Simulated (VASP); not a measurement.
The system is As.

```xyz
2
Lattice="1.9059 1.1003 3.3179 -1.9059 1.1003 3.3179 0.0000 -2.2007 3.3179" Properties=species:S:1:pos:R:3 pbc="T T T"
As    0.0000    0.0000    2.3256
As    0.0000    0.0000    7.6281
```

| Item | Value |
| --- | --- |
| Program | VASP 6.6.1 |
| Task | relaxation of cell and atoms |
| Functional | PBE |
| Potentials or basis | VASP PAW PBE potentials, release 64 (As) |
| Cutoff | 600 eV |
| k mesh | 6 × 6 × 6 |
| Occupations | gaussian, width 0.1 eV |
| Spin | no spin polarisation |

At the start: pressure 2.1 GPa; volume 20.87 Å³/atom.

How do energy, volume and symmetry change on relaxing?

Over 7 steps the energy falls by 30.1 meV/atom and the volume is 22.49 Å³/atom (+7.7 %); space group R-3m (No. 166, to 0.1 Å) before and after.

Step by step:
```tsv
step	energy change (eV)	largest force (eV/Å)	pressure (GPa)	volume (Å³)
1	0.0000	0.5252	2.11	41.75
2	-0.0344	0.3689	-0.06	43.43
3	-0.0410	0.2584	-1.22	44.53
4	-0.0534	0.1517	0.69	44.16
5	-0.0535	0.1119	0.50	44.19
6	-0.0587	0.0504	0.28	44.57
7	-0.0601	0.0250	0.06	44.97
```

Final structure:
```
CELL_PARAMETERS angstrom
1.91056 1.10306 3.55674
-1.91056 1.10306 3.55674
0.00000 -2.20612 3.55674
ATOMIC_POSITIONS crystal
As 0.22673 0.22673 0.22673
As 0.77327 0.77327 0.77327
```
